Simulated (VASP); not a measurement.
# Al15GaN16 (P3m1) in VASP: notebook

Runs on Al15GaN16. Level: PBE. Tasks: single point.

Everything below comes from runs of VASP 6.6.1. Logs are shortened: lines on timing, memory, paths and dates and some standing lists are left out, and cuts for length are marked.

## 1. The cell of the first run

The structure is trigonal, space group P3m1 (No. 156). Conventional cell: a = 3.130 Å, b = 3.130 Å, c = 39.940 Å, α = 90.00°, β = 90.00°, γ = 120.00°. Within 2.5 Å of Al (site symmetry 3m) lie 4 N at 1.90 to 1.92 Å. Within 2.5 Å of Al (site symmetry 3m) lie 4 N at 1.90 Å. Within 2.5 Å of Al (site symmetry 3m) lie 4 N at 1.90 Å. Al (site symmetry 3m) has 4 N at 1.90 Å within 2.5 Å. Within 2.5 Å of Al (site symmetry 3m) lie 4 N at 1.90 Å. Within 2.5 Å of Al (site symmetry 3m) lie 4 N at 1.90 Å. Al (site symmetry 3m) has 4 N at 1.90 Å within 2.5 Å. Al (site symmetry 3m) has 4 N at 1.90 Å within 2.5 Å.

## 2. Single point, PBE

Contents of INCAR:

```
SYSTEM = Al15GaN16
ALGO = Normal
EDIFF = 1E-6
ENCUT = 520
GGA = PE
ISIF = 2
ISMEAR = 0
LASPH = .TRUE.
LCHARG = .FALSE.
LREAL = Auto
LWAVE = .FALSE.
NBANDS = 91
NELM = 80
PREC = Accurate
SIGMA = 0.01
```

Contents of KPOINTS:

```
k-points
0
G
  8 8 1
  0 0 0
```

Contents of POSCAR:

```
Al15GaN16
1.0
    3.1298000000      0.0000000000      0.0000000000
   -1.5649000000      2.7104863088      0.0000000000
    0.0000000000      0.0000000000     39.9400000000
Al Ga N
15 1 16
Direct
    0.6666666667      0.3333333333      0.0648472700
    0.3333333333      0.6666666667      0.1271907900
    0.6666666667      0.3333333333      0.1895343000
    0.3333333333      0.6666666667      0.2518778200
    0.6666666667      0.3333333333      0.3142213300
    0.3333333333      0.6666666667      0.3765648500
    0.6666666667      0.3333333333      0.4389083600
    0.3333333333      0.6666666667      0.5012518800
    0.6666666667      0.3333333333      0.5635953900
    0.3333333333      0.6666666667      0.6259389100
    0.6666666667      0.3333333333      0.6882824200
    0.3333333333      0.6666666667      0.7506259400
    0.6666666667      0.3333333333      0.8129694500
    0.3333333333      0.6666666667      0.8753129700
    0.6666666667      0.3333333333      0.9376564800
    0.3333333333      0.6666666667      0.0000000000
    0.3333333333      0.6666666667      0.0488232300
    0.6666666667      0.3333333333      0.1124186300
    0.3333333333      0.6666666667      0.1747621400
    0.6666666667      0.3333333333      0.2371056600
    0.3333333333      0.6666666667      0.2994491700
    0.6666666667      0.3333333333      0.3617926900
    0.3333333333      0.6666666667      0.4241362000
    0.6666666667      0.3333333333      0.4864797200
    0.3333333333      0.6666666667      0.5488232300
    0.6666666667      0.3333333333      0.6111667500
    0.3333333333      0.6666666667      0.6735102700
    0.6666666667      0.3333333333      0.7358537800
    0.3333333333      0.6666666667      0.7981973000
    0.6666666667      0.3333333333      0.8605408100
    0.3333333333      0.6666666667      0.9228843300
    0.6666666667      0.3333333333      0.9852278400
```

Potentials or basis: VASP PAW PBE potentials, release 64 (Al, Ga_d, N).

The run is started by

```console
> cat potpaw_PBE.64/Al/POTCAR potpaw_PBE.64/Ga_d/POTCAR potpaw_PBE.64/N/POTCAR > POTCAR
> mpirun -np 1 vasp_std > vasp.out
```

OUTCAR:

```text
SYSTEM = Al15GaN16
   EDIFF = 1E-6
   ENCUT = 520
   GGA = PE
   ISIF = 2
   ISMEAR = 0
   LASPH = .TRUE.
   LREAL = Auto
   NELM = 80
   PREC = Accurate

 ion  position               nearest neighbor table
   1  0.667  0.333  0.065-  18 1.90  17 1.92  17 1.92  17 1.92   2 3.08   2 3.08   2 3.08
   2  0.333  0.667  0.127-  19 1.90  18 1.90  18 1.90  18 1.90   3 3.08   3 3.08   3 3.08   1 3.08
                             1 3.08   1 3.08
   3  0.667  0.333  0.190-  20 1.90  19 1.90  19 1.90  19 1.90   2 3.08   2 3.08   2 3.08   4 3.08
                             4 3.08   4 3.08
   4  0.333  0.667  0.252-  21 1.90  20 1.90  20 1.90  20 1.90   5 3.08   5 3.08   5 3.08   3 3.08
                             3 3.08   3 3.08
   5  0.667  0.333  0.314-  22 1.90  21 1.90  21 1.90  21 1.90   4 3.08   4 3.08   4 3.08   6 3.08
                             6 3.08   6 3.08
   6  0.333  0.667  0.377-  23 1.90  22 1.90  22 1.90  22 1.90   7 3.08   7 3.08   7 3.08   5 3.08
                             5 3.08   5 3.08
   7  0.667  0.333  0.439-  24 1.90  23 1.90  23 1.90  23 1.90   6 3.08   6 3.08   6 3.08   8 3.08
                             8 3.08   8 3.08
   8  0.333  0.667  0.501-  25 1.90  24 1.90  24 1.90  24 1.90   9 3.08   9 3.08   9 3.08   7 3.08
                             7 3.08   7 3.08
   9  0.667  0.333  0.564-  26 1.90  25 1.90  25 1.90  25 1.90   8 3.08   8 3.08   8 3.08  10 3.08
                            10 3.08  10 3.08
  10  0.333  0.667  0.626-  27 1.90  26 1.90  26 1.90  26 1.90  11 3.08  11 3.08  11 3.08   9 3.08
                             9 3.08   9 3.08
  11  0.667  0.333  0.688-  28 1.90  27 1.90  27 1.90  27 1.90  10 3.08  10 3.08  10 3.08  12 3.08
                            12 3.08  12 3.08
  12  0.333  0.667  0.751-  29 1.90  28 1.90  28 1.90  28 1.90  13 3.08  13 3.08  13 3.08  11 3.08
                            11 3.08  11 3.08
  13  0.667  0.333  0.813-  30 1.90  29 1.90  29 1.90  29 1.90  12 3.08  12 3.08  12 3.08  14 3.08
                            14 3.08  14 3.08
  14  0.333  0.667  0.875-  31 1.90  30 1.90  30 1.90  30 1.90  15 3.08  15 3.08  15 3.08  13 3.08
                            13 3.08  13 3.08
  15  0.667  0.333  0.938-  32 1.90  31 1.90  31 1.90  31 1.90  14 3.08  14 3.08  14 3.08  16 3.08
                            16 3.08  16 3.08
  16  0.333  0.667  0.000-  32 1.90  32 1.90  32 1.90  17 1.95  15 3.08  15 3.08  15 3.08
  17  0.333  0.667  0.049-   1 1.92   1 1.92   1 1.92  16 1.95
  18  0.667  0.333  0.112-   1 1.90   2 1.90   2 1.90   2 1.90
  19  0.333  0.667  0.175-   2 1.90   3 1.90   3 1.90   3 1.90
  20  0.667  0.333  0.237-   3 1.90   4 1.90   4 1.90   4 1.90
  21  0.333  0.667  0.299-   4 1.90   5 1.90   5 1.90   5 1.90
  22  0.667  0.333  0.362-   5 1.90   6 1.90   6 1.90   6 1.90
[... 8 lines left out ...]
  31  0.333  0.667  0.923-  14 1.90  15 1.90  15 1.90  15 1.90
  32  0.667  0.333  0.985-  15 1.90  16 1.90  16 1.90  16 1.90

  LATTYP: Found a hexagonal cell.
 ALAT       =     3.1298000000
 C/A-ratio  =    12.7611987986

  Lattice vectors:

 A1 = (   3.1298000000,   0.0000000000,   0.0000000000)
 A2 = (  -1.5649000000,   2.7104863088,   0.0000000000)
 A3 = (   0.0000000000,   0.0000000000,  39.9400000000)

Analysis of symmetry for initial positions (statically):
=====================================================================
 Subroutine PRICEL returns:
 Original cell was already a primitive cell.

 Routine SETGRP: Setting up the symmetry group for a
 hexagonal supercell.

 Subroutine GETGRP returns: Found  6 space group operations
 (whereof  6 operations were pure point group operations)
 out of a pool of 24 trial point group operations.

The static configuration has the point symmetry C_3v.

Analysis of symmetry for dynamics (positions and initial velocities):
=====================================================================
 Subroutine PRICEL returns:
 Original cell was already a primitive cell.

 Routine SETGRP: Setting up the symmetry group for a
 hexagonal supercell.

 Subroutine GETGRP returns: Found  6 space group operations
 (whereof  6 operations were pure point group operations)
 out of a pool of 24 trial point group operations.

The dynamic configuration has the point symmetry C_3v.

 Subroutine INISYM returns: Found  6 space group operations
 (whereof  6 operations are pure point group operations),
 and found     1 'primitive' translations

[... 88 lines left out ...]
 Grid dimensions read from file:
 generate k-points for:    8    8    1

 Generating k-lattice:

  Cartesian coordinates                     Fractional coordinates (reciprocal lattice)
     0.039938654  0.023058593  0.000000000     0.125000000  0.000000000  0.000000000
     0.000000000  0.046117186  0.000000000     0.000000000  0.125000000  0.000000000
     0.000000000  0.000000000  0.025037556     0.000000000  0.000000000  1.000000000

  Length of vectors
     0.046117186  0.046117186  0.025037556

  Shift w.r.t. Gamma in fractional coordinates (k-lattice)
     0.000000000  0.000000000  0.000000000

 Subroutine IBZKPT returns following result:
 ===========================================

 Found     10 irreducible k-points:

 Following reciprocal coordinates:
            Coordinates               Weight
  0.000000  0.000000  0.000000      1.000000
  0.125000  0.000000  0.000000      6.000000
  0.250000  0.000000  0.000000      6.000000
  0.375000  0.000000  0.000000      6.000000
  0.500000  0.000000  0.000000      3.000000
  0.125000  0.125000  0.000000      6.000000
  0.250000  0.125000  0.000000     12.000000
  0.375000  0.125000  0.000000     12.000000
  0.250000  0.250000  0.000000      6.000000
  0.375000  0.250000  0.000000      6.000000
   k-points           NKPTS =     10   k-points in BZ     NKDIM =     10   number of bands    NBANDS=     91
   number of dos      NEDOS =    301   number of ions     NIONS =     32
   total plane-waves  NPLWV = 172800
   dimension x,y,z NGX =    24 NGY =   24 NGZ =  300
   dimension x,y,z NGXF=    48 NGYF=   48 NGZF=  600
   ions per type =              15   1  16
   NGX,Y,Z   is equivalent  to a cutoff of  12.75, 12.75, 12.49 a.u.
   NGXF,Y,Z  is equivalent  to a cutoff of  25.50, 25.50, 24.97 a.u.
 SYSTEM =  Al15GaN16
   PREC   = accura    normal or accurate (medium, high low for compatibility)
   ISTART =      0    job   : 0-new  1-cont  2-samecut
   ICHARG =      2    charge: 1-file 2-atom 10-const
   ISPIN  =      1    spin polarized calculation?
   LNONCOLLINEAR =      F non collinear calculations
   LSORBIT =      F    spin-orbit coupling
   LASPH  =      T    aspherical Exc in radial PAW
   ENCUT  =  520.0 eV  38.22 Ry    6.18 a.u.   5.82  5.82 74.26*2*pi/ulx,y,z
   NELM   =     80;   NELMIN=  2; NELMDL= -5     # of ELM steps
   EDIFF  = 0.1E-05   stopping-criterion for ELM
   LREAL  =      T    real-space projection
   EDIFFG = 0.1E-04   stopping-criterion for IOM
   NSW    =      0    number of steps for IOM
   IBRION =     -1    ionic relax: 0-MD 1-quasi-New 2-CG
   NFREE  =      0    steps in history (QN), initial steepest desc. (CG)
   ISIF   =      2    stress and relaxation
   ISYM   =      2    0-nonsym 1-usesym 2-fastsym
   POTIM  = 0.5000    time-step for ionic-motion
   TEBEG  =    0.0;   TEEND  =   0.0 temperature during run
   PSTRESS=    0.0 pullay stress
   NELECT =     138.0000    total number of electrons
   NUPDOWN=      -1.0000    fix difference up-down
   EMIN   =  10.00;   EMAX   =-10.00  energy-range for DOS
   EFERMI =   0.00;   METHOD = LEGACY
   ISMEAR =     0;   SIGMA  =   0.01  broadening in eV -4-tet -1-fermi 0-gaus
   EFERMI_NEDOS =   21; number of points for ismear=-14 and -15
   IALGO  =     38    algorithm
   IMIX   =      4    mixing-type and parameters
     AMIX     =   0.40;   BMIX     =  1.00
     AMIX_MAG =   1.60;   BMIX_MAG =  1.00
  volume/ion in A,a.u.               =      10.59        71.45
  Fermi-wavevector in a.u.,A,eV,Ry     =   1.213512  2.293204 20.036078  1.472610
  Thomas-Fermi vector in A             =   2.348961
   LORBIT       =      0    0 simple, 1 ext, 2 COOP (PROOUT), +10 PAW based schemes
   GGA     = PE    functional components
   LHFCALC =     F    Hartree Fock is set to
   AEXX    =    0.0000 exact exchange contribution
   IVDW    =     0    specifies the selected vdW correction
   LEPSILON=     F    determine dielectric tensor
   LRPA    =     F    only Hartree local field effects (RPA)
 non-spin polarized calculation
 Gauss-broadening in eV      SIGMA  =   0.01
  energy-cutoff  :      520.00
  volume of cell :      338.82
 maximum number of plane-waves:      9172
 NGX is ok and might be reduce to    24
   NGX = 11   NGY = 11   NGZ =149

 number of electron     137.9999999 magnetization

 Free energy of the ion-electron system (eV)
  ---------------------------------------------------
  ext. energy  EPLUGINS =         0.00000000
  ---------------------------------------------------
  free energy    TOTEN  =      -235.34394842 eV

  energy without entropy =     -235.34394842  energy(sigma->0) =     -235.34394842

 E-fermi :   6.4282     XC(G=0): -10.9269

 val. band max:        6.3143670825   @ k =   0.0000   0.0000   0.0000
 cond. band min:       9.9220715051   @ k =   0.0000   0.0000   0.0000
 fundamental gap:      3.6077044226
 Fermi energy:         6.4281690668

 k-point     1 :       0.0000    0.0000    0.0000
  band No.  band energies     occupation
      1      -9.2780      2.00000
      2      -9.1760      2.00000
      3      -9.0954      2.00000
      4      -8.9889      2.00000
      5      -8.9039      2.00000
      6      -8.7228      2.00000
[... 829 lines left out ...]
     80      13.3742      0.00000
     81      13.7455      0.00000
 [bands above 81 left out]

------------------------ aborting loop because EDIFF is reached ----------------------------------------

  FORCE on cell =-STRESS in cart. coord.  units (eV):
  Direction    XX          YY          ZZ          XY          YZ          ZX
  --------------------------------------------------------------------------------------
  -------------------------------------------------------------------------------------
  Total        2.8052828      2.8052828      7.6833776     -0.0000000     -0.0000000      0.0000000
  in kB       13.2652477     13.2652477     36.3321329     -0.0000000     -0.0000000      0.0000000
  external PRESSURE =      20.9542095 kB  Pullay stress =       0.0000000 kB

 VOLUME and BASIS-vectors are now :
 -----------------------------------------------------------------------------
  energy-cutoff  :      520.00
  volume of cell :      338.82
      direct lattice vectors                 reciprocal lattice vectors
     3.129800000  0.000000000  0.000000000     0.319509234  0.184468742  0.000000000
    -1.564900000  2.710486309  0.000000000     0.000000000  0.368937484  0.000000000
     0.000000000  0.000000000 39.940000000     0.000000000  0.000000000  0.025037556

 POSITION                                       TOTAL-FORCE (eV/Angst)
 -----------------------------------------------------------------------------------
      1.56490      0.90350      2.59000         0.000000     -0.000000     -0.821589
     -0.00000      1.80699      5.08000        -0.000000      0.000000     -0.091961
      1.56490      0.90350      7.57000        -0.000000      0.000000     -0.071884
     -0.00000      1.80699     10.06000        -0.000000      0.000000     -0.066432
      1.56490      0.90350     12.55000         0.000000      0.000000     -0.071927
     -0.00000      1.80699     15.04000         0.000000      0.000000     -0.072364
[... 24 lines left out ...]
     -0.00000      1.80699     36.86000         0.000000     -0.000000      0.061887
      1.56490      0.90350     39.35000        -0.000000      0.000000     -0.963668
 -----------------------------------------------------------------------------------
    total drift:                               -0.000000     -0.000000      0.005370

  FREE ENERGIE OF THE ION-ELECTRON SYSTEM (eV)
  ---------------------------------------------------
  free  energy   TOTEN  =      -235.3439484219 eV

  energy  without entropy=     -235.3439484219  energy(sigma->0) =     -235.34394842
```

Run time: 15 min. Hardware: 1 thread of Intel Xeon 8259CL, shared host; peak memory 0.52 GiB.

What came out:

```
Free energy            : -235.3439 eV
Pressure               : 2.1 GPa
Largest force          : 1.156 eV/Å
Band gap on the k mesh : 3.61 eV
```

Forces in eV/Å, atoms in the order of the input:
```
Al   0.000  0.000 -0.822
Al   0.000  0.000 -0.092
Al   0.000  0.000 -0.072
Al   0.000  0.000 -0.066
Al   0.000  0.000 -0.072
Al   0.000  0.000 -0.072
Al   0.000  0.000 -0.062
Al   0.000  0.000 -0.075
Al   0.000  0.000 -0.068
Al   0.000  0.000 -0.067
Al   0.000  0.000 -0.070
Al   0.000  0.000 -0.071
Al   0.000  0.000 -0.073
Al   0.000  0.000 -0.067
Al   0.000  0.000 -0.201
Ga   0.000  0.000  0.776
N    0.000  0.000  1.156
N    0.000  0.000  0.074
N    0.000  0.000  0.071
N    0.000  0.000  0.070
N    0.000  0.000  0.071
N    0.000  0.000  0.069
N    0.000  0.000  0.071
N    0.000  0.000  0.070
N    0.000  0.000  0.071
N    0.000  0.000  0.070
N    0.000  0.000  0.071
N    0.000  0.000  0.070
N    0.000  0.000  0.072
N    0.000  0.000  0.069
N    0.000  0.000  0.062
N    0.000  0.000 -0.964
```

Stress tensor (GPa, compression positive):
```
1.33 0.00 0.00
0.00 1.33 0.00
0.00 0.00 3.63
```

Levels at points of the mesh, in eV from the valence-band top:
| k point | band 66 | band 67 | band 68 | band 69 | band 70 | band 71 | band 72 | band 73 |
| --- | --- | --- | --- | --- | --- | --- | --- | --- |
| (0.00, 0.00, 0.00) | -0.52 | -0.23 | 0.00 | 0.00 | 3.61 | 3.93 | 4.05 | 4.59 |
| (0.50, 0.00, 0.00) | -1.23 | -1.11 | -1.03 | -0.87 | 4.50 | 4.62 | 4.67 | 4.78 |

Caveat: forces of over 1 eV/Å act on the atoms, so gaps and moduli don't describe the material at rest.

(Part 1 of 2 ends here.)
